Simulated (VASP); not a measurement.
Crystal: CdSe.

```xyz
2
Lattice="0.0000 3.0986 3.0986 3.0986 0.0000 3.0986 3.0986 3.0986 0.0000" Properties=species:S:1:pos:R:3 pbc="T T T"
Cd    0.0000    0.0000    0.0000
Se    4.6479    4.6479    4.6479
```

```yaml
Program: VASP 6.6.1
Task: relaxation of cell and atoms
Functional: LDA
Potentials_or_basis: VASP PAW LDA potentials, release 64 (Cd, Se)
Cutoff: 600 eV
k_mesh: 6 × 6 × 6
Occupations: fermi-dirac, width 0.02 eV
Spin: no spin polarisation
```

At the start: pressure -4.0 GPa; volume 29.75 Å³/atom.

Question: Where does the relaxation end?

Answer: Over 3 steps the energy falls by 33.3 meV/atom and the volume is 27.31 Å³/atom (-8.2 %); space group F-43m (No. 216, to 0.1 Å) before and after.

The path:
| step | energy change (eV) | largest force (eV/Å) | pressure (GPa) | volume (Å³) |
| --- | --- | --- | --- | --- |
| 1 | 0.0000 | 0.0000 | -4.04 | 59.50 |
| 2 | -0.0603 | 0.0000 | 1.56 | 53.28 |
| 3 | -0.0667 | 0.0000 | -0.02 | 54.63 |

Final structure:
```yaml
crystal:
  lattice:
    - [0.00000, 3.01159, 3.01159]
    - [3.01159, 0.00000, 3.01159]
    - [3.01159, 3.01159, 0.00000]
  atoms:
    - { symbol: Cd, position: [0.00000, 0.00000, 0.00000] }
    - { symbol: Se, position: [0.75000, 0.75000, 0.75000] }
```
